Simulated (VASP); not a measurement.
Runs of VASP 6.6.1 on NaCl. The structure is that of space group Fm-3m (No. 225), or close to it. The cells are those of the table. 

```csv
cell,gap on the mesh (eV),pressure (GPa)
"a = 3.985, b = 4.005 Å, angles 59.8, 60.3, 59.8°, 2 atoms",4.92,(b)
"a = 4.045, b = 4.005 Å, angles 60.3, 59.3, 60.3°, 2 atoms",4.81,(a)
"a = 4.015, b = 4.005 Å, angles 60.1, 59.8, 60.1°, 2 atoms",4.87,-0.9
"a = 3.965, b = 4.005 Å, angles 59.7, 60.7, 59.7°, 2 atoms",4.96,(c)
"a = 4.025, b = 4.005 Å, angles 60.2, 59.7, 60.2°, 2 atoms",4.85,-1.0
"a = 3.975, b = 4.005 Å, angles 59.8, 60.5, 59.8°, 2 atoms",4.94,-0.4
"a = 4.035, b = 4.005 Å, angles 60.2, 59.5, 60.2°, 2 atoms",4.83,-1.1
"a = 3.995, b = 4.005 Å, angles 59.9, 60.2, 59.9°, 2 atoms",4.90,-0.7
```

Alike in all rows: task single point; level PBEsol; potentials or basis VASP PAW PBE potentials, release 64 (Na_pv, Cl); no spin polarisation; k mesh 8 × 8 × 8; cutoff (eV) 520; smearing gaussian 0.05 eV.

Q: Fill in the values left out.

A: (a) -1.2; (b) -0.5; (c) -0.3.

Caveats: the PAW data sets were made with another functional, which shifts forces and pressure a little.

A k mesh can miss the band edges.
